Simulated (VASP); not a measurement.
# CO (P2_13) in VASP: single point with PBE

Aim: the single point of CO with PBE.

Program: VASP 6.6.1. These are calculated values, not measurements. Logs are shortened: lines on timing, memory, paths and dates and some standing lists are left out, and cuts for length are marked.

## (1) The cell of the first run

It takes space group P2_13 (No. 198, cubic). The conventional cell has a = 5.630 Å, b = 5.630 Å, c = 5.630 Å, α = 90.00°, β = 90.00°, γ = 90.00°. C (site symmetry 3) has 1 O at 1.06 Å within 1.4 Å. O (site symmetry 3) has 1 C at 1.06 Å within 1.4 Å.

## (2) Single point, PBE

INCAR

```
SYSTEM = CO
ALGO = Normal ; EDIFF = 1E-6
ENCUT = 520 ; GGA = PE
ISIF = 2 ; ISMEAR = -1
LASPH = .True. ; LCHARG = .False.
LREAL = .False. ; LWAVE = .False.
NBANDS = 30 ; NELM = 80
PREC = Accurate ; SIGMA = 0.1
```

KPOINTS

```
k-points
0
Gamma
  3 3 3
  0 0 0
```

POSCAR

```
CO
1.0
    5.6300000000      0.0000000000      0.0000000000
    0.0000000000      5.6300000000      0.0000000000
    0.0000000000      0.0000000000      5.6300000000
C O
4 4
Direct
    0.9580000000      0.9580000000      0.9580000000
    0.5420000000      0.0420000000      0.4580000000
    0.4580000000      0.5420000000      0.0420000000
    0.0420000000      0.4580000000      0.5420000000
    0.0670000000      0.0670000000      0.0670000000
    0.4330000000      0.9330000000      0.5670000000
    0.5670000000      0.4330000000      0.9330000000
    0.9330000000      0.5670000000      0.4330000000
```

Potentials or basis: VASP PAW PBE potentials, release 64 (C, O).

Launch:

```bash
> cat potpaw_PBE.64/C/POTCAR potpaw_PBE.64/O/POTCAR > POTCAR
> mpirun -np 1 vasp_std > vasp.out
```

OUTCAR:

```text
SYSTEM = CO
   EDIFF = 1E-6
   ENCUT = 520
   GGA = PE
   ISIF = 2
   ISMEAR = -1
   LASPH = .True.
   LREAL = .False.
   NELM = 80
   PREC = Accurate

 ion  position               nearest neighbor table
   1  0.958  0.958  0.958-   5 1.06
   2  0.542  0.042  0.458-   6 1.06
   3  0.458  0.542  0.042-   7 1.06
   4  0.042  0.458  0.542-   8 1.06
   5  0.067  0.067  0.067-   1 1.06
   6  0.433  0.933  0.567-   2 1.06
   7  0.567  0.433  0.933-   3 1.06
   8  0.933  0.567  0.433-   4 1.06

  LATTYP: Found a simple cubic cell.
 ALAT       =     5.6300000000

  Lattice vectors:

 A1 = (   5.6300000000,   0.0000000000,   0.0000000000)
 A2 = (   0.0000000000,   5.6300000000,   0.0000000000)
 A3 = (   0.0000000000,   0.0000000000,   5.6300000000)

Analysis of symmetry for initial positions (statically):
=====================================================================
 Subroutine PRICEL returns:
 Original cell was already a primitive cell.

 Routine SETGRP: Setting up the symmetry group for a
 simple cubic supercell.

 Subroutine GETGRP returns: Found 12 space group operations
 (whereof  3 operations were pure point group operations)
 out of a pool of 48 trial point group operations.

The static configuration has the point symmetry C_3 .
 The point group associated with its full space group is T   .

Analysis of symmetry for dynamics (positions and initial velocities):
=====================================================================
 Subroutine PRICEL returns:
 Original cell was already a primitive cell.

 Routine SETGRP: Setting up the symmetry group for a
 simple cubic supercell.

 Subroutine GETGRP returns: Found 12 space group operations
 (whereof  3 operations were pure point group operations)
 out of a pool of 48 trial point group operations.

The dynamic configuration has the point symmetry C_3 .
 The point group associated with its full space group is T   .

 Subroutine INISYM returns: Found 12 space group operations
 (whereof  3 operations are pure point group operations),
 and found     1 'primitive' translations

----------------------------------------------------------------------------------------

                                     Primitive cell

  volume of cell :     178.4535

  direct lattice vectors                    reciprocal lattice vectors
     5.630000000  0.000000000  0.000000000     0.177619893  0.000000000  0.000000000
     0.000000000  5.630000000  0.000000000     0.000000000  0.177619893  0.000000000
     0.000000000  0.000000000  5.630000000     0.000000000  0.000000000  0.177619893

  length of vectors
     5.630000000  5.630000000  5.630000000     0.177619893  0.177619893  0.177619893

  position of ions in fractional coordinates (direct lattice)
     0.958000000  0.958000000  0.958000000
     0.542000000  0.042000000  0.458000000
     0.458000000  0.542000000  0.042000000
     0.042000000  0.458000000  0.542000000
     0.067000000  0.067000000  0.067000000
     0.433000000  0.933000000  0.567000000
     0.567000000  0.433000000  0.933000000
     0.933000000  0.567000000  0.433000000

  ion indices of the primitive-cell ions
   primitive index   ion index
                 1           1
                 2           2
                 3           3
                 4           4
                 5           5
                 6           6
                 7           7
                 8           8

----------------------------------------------------------------------------------------

 KPOINTS: k-points

Automatic generation of k-mesh.
 Grid dimensions read from file:
 generate k-points for:    3    3    3

 Generating k-lattice:

  Cartesian coordinates                     Fractional coordinates (reciprocal lattice)
     0.059206631  0.000000000  0.000000000     0.333333333  0.000000000  0.000000000
     0.000000000  0.059206631  0.000000000     0.000000000  0.333333333  0.000000000
     0.000000000  0.000000000  0.059206631     0.000000000  0.000000000  0.333333333

  Length of vectors
     0.059206631  0.059206631  0.059206631

  Shift w.r.t. Gamma in fractional coordinates (k-lattice)
     0.000000000  0.000000000  0.000000000

 Subroutine IBZKPT returns following result:
 ===========================================

 Found      4 irreducible k-points:

 Following reciprocal coordinates:
            Coordinates               Weight
  0.000000  0.000000  0.000000      1.000000
  0.333333  0.000000  0.000000      6.000000
  0.333333  0.333333  0.000000     12.000000
  0.333333  0.333333  0.333333      8.000000
   k-points           NKPTS =      4   k-points in BZ     NKDIM =      4   number of bands    NBANDS=     30
   number of dos      NEDOS =    301   number of ions     NIONS =      8
   total plane-waves  NPLWV =  74088
   dimension x,y,z NGX =    42 NGY =   42 NGZ =   42
   dimension x,y,z NGXF=    84 NGYF=   84 NGZF=   84
   ions per type =               4   4
   NGX,Y,Z   is equivalent  to a cutoff of  12.40, 12.40, 12.40 a.u.
   NGXF,Y,Z  is equivalent  to a cutoff of  24.80, 24.80, 24.80 a.u.
 SYSTEM =  CO
   PREC   = accura    normal or accurate (medium, high low for compatibility)
   ISTART =      0    job   : 0-new  1-cont  2-samecut
   ICHARG =      2    charge: 1-file 2-atom 10-const
   ISPIN  =      1    spin polarized calculation?
   LNONCOLLINEAR =      F non collinear calculations
   LSORBIT =      F    spin-orbit coupling
   LASPH  =      T    aspherical Exc in radial PAW
   ENCUT  =  520.0 eV  38.22 Ry    6.18 a.u.  10.47 10.47 10.47*2*pi/ulx,y,z
   NELM   =     80;   NELMIN=  2; NELMDL= -5     # of ELM steps
   EDIFF  = 0.1E-05   stopping-criterion for ELM
   LREAL  =      F    real-space projection
   EDIFFG = 0.1E-04   stopping-criterion for IOM
   NSW    =      0    number of steps for IOM
   IBRION =     -1    ionic relax: 0-MD 1-quasi-New 2-CG
   NFREE  =      0    steps in history (QN), initial steepest desc. (CG)
   ISIF   =      2    stress and relaxation
   ISYM   =      2    0-nonsym 1-usesym 2-fastsym
   POTIM  = 0.5000    time-step for ionic-motion
   TEBEG  =    0.0;   TEEND  =   0.0 temperature during run
   PSTRESS=    0.0 pullay stress
   NELECT =      40.0000    total number of electrons
   NUPDOWN=      -1.0000    fix difference up-down
   EMIN   =  10.00;   EMAX   =-10.00  energy-range for DOS
   EFERMI =   0.00;   METHOD = LEGACY
   ISMEAR =    -1;   SIGMA  =   0.10  broadening in eV -4-tet -1-fermi 0-gaus
   EFERMI_NEDOS =   21; number of points for ismear=-14 and -15
   IALGO  =     38    algorithm
   IMIX   =      4    mixing-type and parameters
     AMIX     =   0.40;   BMIX     =  1.00
     AMIX_MAG =   1.60;   BMIX_MAG =  1.00
  volume/ion in A,a.u.               =      22.31       150.53
  Fermi-wavevector in a.u.,A,eV,Ry     =   0.994458  1.879253 13.455436  0.988947
  Thomas-Fermi vector in A             =   2.126411
   LORBIT       =      0    0 simple, 1 ext, 2 COOP (PROOUT), +10 PAW based schemes
   GGA     = PE    functional components
   LHFCALC =     F    Hartree Fock is set to
   AEXX    =    0.0000 exact exchange contribution
   IVDW    =     0    specifies the selected vdW correction
   LEPSILON=     F    determine dielectric tensor
   LRPA    =     F    only Hartree local field effects (RPA)
 non-spin polarized calculation
  energy-cutoff  :      520.00
  volume of cell :      178.45
 maximum number of plane-waves:      4837
 NGX is ok and might be reduce to    42
   NGX = 21   NGY = 21   NGZ = 21

 number of electron      40.0000033 magnetization

 Free energy of the ion-electron system (eV)
  ---------------------------------------------------
  ext. energy  EPLUGINS =         0.00000000
  ---------------------------------------------------
  free energy    TOTEN  =       -57.46047329 eV

  energy without entropy =      -57.46047329  energy(sigma->0) =      -57.46047329

 E-fermi :  -2.5996     XC(G=0):  -6.4498

 val. band max:       -5.0757247914   @ k =   0.3333   0.0000   0.0000
 cond. band min:       1.3743421454   @ k =   0.3333   0.0000   0.0000
 fundamental gap:      6.4500669368
 Fermi energy:        -2.5995791184

 k-point     1 :       0.0000    0.0000    0.0000
  band No.  band energies     occupation
      1     -26.9543      2.00000
      2     -26.9121      2.00000
      3     -26.9121      2.00000
      4     -26.9121      2.00000
      5     -10.5589      2.00000
      6     -10.5589      2.00000
[... 22 lines left out ...]
     29       5.0394      0.00000
     30       7.0448      0.00000

 k-point     2 :       0.3333    0.0000    0.0000
  band No.  band energies     occupation
      1     -26.9451      2.00000
      2     -26.9255      2.00000
      3     -26.9111      2.00000
      4     -26.9094      2.00000
      5     -10.5644      2.00000
      6     -10.5586      2.00000
[... 22 lines left out ...]
     29       5.1775      0.00000
     30       5.8698      0.00000

 k-point     3 :       0.3333    0.3333    0.0000
  band No.  band energies     occupation
      1     -26.9380      2.00000
      2     -26.9265      2.00000
      3     -26.9146      2.00000
      4     -26.9115      2.00000
      5     -10.5622      2.00000
      6     -10.5509      2.00000
[... 22 lines left out ...]
     29       5.3013      0.00000
     30       5.6803      0.00000

 k-point     4 :       0.3333    0.3333    0.3333
  band No.  band energies     occupation
      1     -26.9326      2.00000
      2     -26.9252      2.00000
      3     -26.9177      2.00000
      4     -26.9146      2.00000
      5     -10.5629      2.00000
      6     -10.5503      2.00000
[... 22 lines left out ...]
     29       5.4935      0.00000
     30       5.7453      0.00000

------------------------ aborting loop because EDIFF is reached ----------------------------------------

  FORCE on cell =-STRESS in cart. coord.  units (eV):
  Direction    XX          YY          ZZ          XY          YZ          ZX
  --------------------------------------------------------------------------------------
  -------------------------------------------------------------------------------------
  Total       17.5922649     17.5922649     17.5922649      0.0000000     -0.0000000     -0.0000000
  in kB      157.9454625    157.9454625    157.9454625      0.0000000     -0.0000000     -0.0000000
  external PRESSURE =     157.9454625 kB  Pullay stress =       0.0000000 kB

 VOLUME and BASIS-vectors are now :
 -----------------------------------------------------------------------------
  energy-cutoff  :      520.00
  volume of cell :      178.45
      direct lattice vectors                 reciprocal lattice vectors
     5.630000000  0.000000000  0.000000000     0.177619893  0.000000000  0.000000000
     0.000000000  5.630000000  0.000000000     0.000000000  0.177619893  0.000000000
     0.000000000  0.000000000  5.630000000     0.000000000  0.000000000  0.177619893

 POSITION                                       TOTAL-FORCE (eV/Angst)
 -----------------------------------------------------------------------------------
      5.39354      5.39354      5.39354        -7.013103     -7.013103     -7.013103
      3.05146      0.23646      2.57854         7.013103      7.013103     -7.013103
      2.57854      3.05146      0.23646        -7.013103      7.013103      7.013103
      0.23646      2.57854      3.05146         7.013103     -7.013103      7.013103
      0.37721      0.37721      0.37721         7.018041      7.018041      7.018041
      2.43779      5.25279      3.19221        -7.018041     -7.018041      7.018041
      3.19221      2.43779      5.25279         7.018041     -7.018041     -7.018041
      5.25279      3.19221      2.43779        -7.018041      7.018041     -7.018041
 -----------------------------------------------------------------------------------
    total drift:                               -0.000000     -0.000000      0.000000

  FREE ENERGIE OF THE ION-ELECTRON SYSTEM (eV)
  ---------------------------------------------------
  free  energy   TOTEN  =       -57.4604732945 eV

  energy  without entropy=      -57.4604732944  energy(sigma->0) =      -57.46047329
```

Run time: 16 s. Hardware: 1 thread of Intel Xeon Platinum 8559C (Emerald Rapids), shared host; peak memory 0.24 GiB.

What came out:

```
Free energy            : -57.4605 eV
Pressure               : 15.8 GPa
Largest force          : 12.156 eV/Å
Band gap on the k mesh : 6.45 eV, direct
```

Forces in eV/Å, atoms in the order of the input:
```
C   -7.013 -7.013 -7.013
C    7.013  7.013 -7.013
C   -7.013  7.013  7.013
C    7.013 -7.013  7.013
O    7.018  7.018  7.018
O   -7.018 -7.018  7.018
O    7.018 -7.018 -7.018
O   -7.018  7.018 -7.018
```

Levels at points of the mesh, in eV from the valence-band top:
```
           k point  band 16  band 17  band 18  band 19  band 20  band 21  band 22  band 23  band 24  band 25
(0.00, 0.00, 0.00)    -3.72    -1.19    -0.06    -0.06    -0.06     6.64     6.64     6.64     7.46     7.46
```

Caveat: forces of over 1 eV/Å act on the atoms, so gaps and moduli don't describe the material at rest. A k mesh can miss the band edges.
